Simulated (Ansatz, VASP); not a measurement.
HfC: VASP beside Ansatz

```
Hf C
1.0
     3.19635    0.20057    0.00000
    -1.42447    2.86840    0.00000
     0.00000    0.00000    5.52242
Hf C
2 2
Direct
  0.57373 0.28912 0.75000
  0.28912 0.57373 0.25000
  0.06858 0.06858 0.00000
  0.06858 0.06858 0.50000
```

Alike in both runs: task single point; functional PBE; k mesh 12 × 12 × 8; occupations gaussian, width 0.1 eV; no spin polarisation.

|  | VASP | Ansatz |
| --- | --- | --- |
| version | VASP 6.6.1 | Ansatz 0.2.0 |
| potentials or method | VASP PAW PBE potentials, release 64 (Hf_pv, C), cutoff 520 eV | scalar-relativistic, plane waves, PAW |
| valence electrons in the cell | 28 | 60 |

Ansatz gave:

| Quantity | Value |
| --- | --- |
| gap on the k mesh at the Fermi level (eV) | none |
| pressure (GPa) | 16.0 |
| traceless stress, the component that is largest in VASP (GPa) | 13.51 |
| rms of the force components (eV/Å) | 2.678 |

**Question.** Estimate VASP's values.

**Answer.** gap on the k mesh at the Fermi level (eV): none; pressure (GPa): 15.7; traceless stress, the component that is largest in VASP (GPa): 13.65; rms of the force components (eV/Å): 2.703.

Atom by atom the forces differ by 0.025 eV/Å (rms over components). A gap of «none» marks a metal or a gap that the smearing closes. With one functional, cell and mesh, what is left measures potentials, basis and numerics. VASP's potentials hold 28 valence electrons a cell and Ansatz's 60, so a difference there can come from the potentials and not from the codes. Ansatz's warnings: structure snapped to symmetry.

Neither program's run includes spin-orbit coupling.
